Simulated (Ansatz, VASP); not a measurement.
One calculation of GdN, two programs

```xyz
2
Lattice="0.0000 2.6009 2.6009 2.6009 0.0000 2.6009 2.6009 2.6009 0.0000" Properties=species:S:1:pos:R:3 pbc="T T T"
Gd    0.0000    0.0000    0.0000
N     1.3005    1.3005    1.3005
```

Alike in both runs: task single point; functional PBEsol; k mesh 10 × 10 × 10; occupations gaussian, width 0.05 eV; collinear spin.

|  | VASP | Ansatz |
| --- | --- | --- |
| version | VASP 6.6.1 | Ansatz 0.2.0 |
| potentials or method | VASP PAW PBE potentials, release 64 (Gd, N), cutoff 520 eV | scalar-relativistic, plane waves, PAW |
| valence electrons in the cell | 23 | 23 |

Ansatz gave:

| Quantity | Value |
| --- | --- |
| gap on the k mesh at the Fermi level (eV) | 1.11 |
| least direct gap on the mesh (eV) | 1.83 |
| pressure (GPa) | 4.9 |
| net moment per atom (μB) | 3.50 |
| size of the moment on the site where the two differ most (μB) | 6.76 |

Question: What did VASP give for the same quantities?

Answer: gap on the k mesh at the Fermi level (eV): 1.12; least direct gap on the mesh (eV): 1.83; pressure (GPa): 5.2; net moment per atom (μB): 3.50; size of the moment on the site where the two differ most (μB): 6.79.

VASP's potentials were made for PBE, not for PBEsol. Site moments also hang on the region over which each program counts them. With one functional, cell and mesh, what is left measures potentials, basis and numerics.

Spin-orbit coupling is off throughout.
